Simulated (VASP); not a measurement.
## ScSi2O3: single point with PBE

Crystal: ScSi2O3.

```
Sc Si O
1.0
     3.17282    0.00000    0.00000
     0.00000    3.17282    0.00000
     0.00000    0.00000    6.74678
Sc Si O
1 2 3
Direct
  0.00000 0.00000 0.62175
  0.50000 0.50000 0.73655
  0.00000 0.00000 0.26487
  0.50000 0.00000 0.99985
  0.00000 0.50000 0.99985
  0.50000 0.50000 0.37714
```

The cell was built from a structure type or drawn by symmetry, and may not be a known phase.

* Program: VASP 6.6.1
* Task: single point
* Functional: PBE
* Potentials or basis: VASP PAW PBE potentials, release 64 (Sc_sv, Si, O)
* Cutoff: 520 eV
* k mesh: 6 × 6 × 4
* Occupations: gaussian, width 0.1 eV
* Spin: collinear spin, ferromagnetic start
* Starting moments: [0.0, 0.0, 0.0, 1.0, 1.0, 1.0] μB

```json
{"Pressure": "14.5 GPa", "Largest force": "6.092 eV/Å", "Net moment": "0.34 μB per cell", "Site moments": "Sc +0.03; Si +0.01, -0.00; O +0.13, -0.00 (each value once) μB", "Valence electrons inside the program's atomic spheres": "Sc 10.08; Si 1.68, 1.40; O 4.77, 4.86 (each value once)"}
```

Forces in eV/Å, atoms in the order of the input:
```
Sc   0.000  0.000 -2.313
Si   0.000  0.000  5.422
Si   0.000  0.000 -6.092
O    0.000  0.000  1.024
O    0.000  0.000  1.024
O    0.000  0.000  0.935
```

Stress tensor (GPa, compression positive):
```
22.64  0.00  0.00
 0.00 22.64  0.00
 0.00  0.00 -1.72
```

Levels at points of the mesh, in eV from the Fermi level:
Spin up:
```csv
k point,band 16,band 17,band 18,band 19,band 20,band 21
"(0.00, 0.00, 0.00)",-2.33,-0.33,0.09,0.09,1.98,1.98
"(0.50, 0.00, 0.00)",-2.40,-2.08,-1.78,0.19,0.37,1.27
"(0.50, 0.50, 0.00)",-1.93,-0.32,-0.32,0.79,0.82,1.60
"(0.00, 0.00, 0.50)",-1.88,-0.20,0.09,0.09,0.33,1.99
"(0.50, 0.00, 0.50)",-2.53,-2.29,-1.45,0.27,0.72,0.74
"(0.50, 0.50, 0.50)",-2.59,-0.39,-0.39,0.79,0.82,2.77
```
Spin down:
```
           k point  band 14  band 15  band 16  band 17  band 18  band 19  band 20  band 21  band 22  band 23
(0.00, 0.00, 0.00)    -3.53    -2.51    -2.21    -0.27     0.40     0.40     2.03     2.03     2.42     3.10
(0.50, 0.00, 0.00)    -3.09    -2.27    -2.17    -1.91    -1.71     0.25     0.42     1.30     2.63     2.68
(0.50, 0.50, 0.00)    -4.11    -3.60    -1.89    -0.24    -0.24     1.11     1.15     1.60     3.30     3.62
(0.00, 0.00, 0.50)    -3.49    -2.28    -1.83    -0.13     0.35     0.40     0.40     2.04     2.04     3.10
(0.50, 0.00, 0.50)    -2.62    -2.28    -2.28    -2.16    -1.37     0.33     0.74     0.77     2.27     2.80
(0.50, 0.50, 0.50)    -4.20    -3.98    -2.58    -0.31    -0.31     1.11     1.15     2.79     3.62     3.62
```

Run time: 6.2 min on 1 thread of Intel Xeon 8259CL, with other jobs on the host, peak memory 0.26 GiB.

Caveat: the cell stands under pressure; forces of over 1 eV/Å act on the atoms, so gaps and moduli don't describe the material at rest.
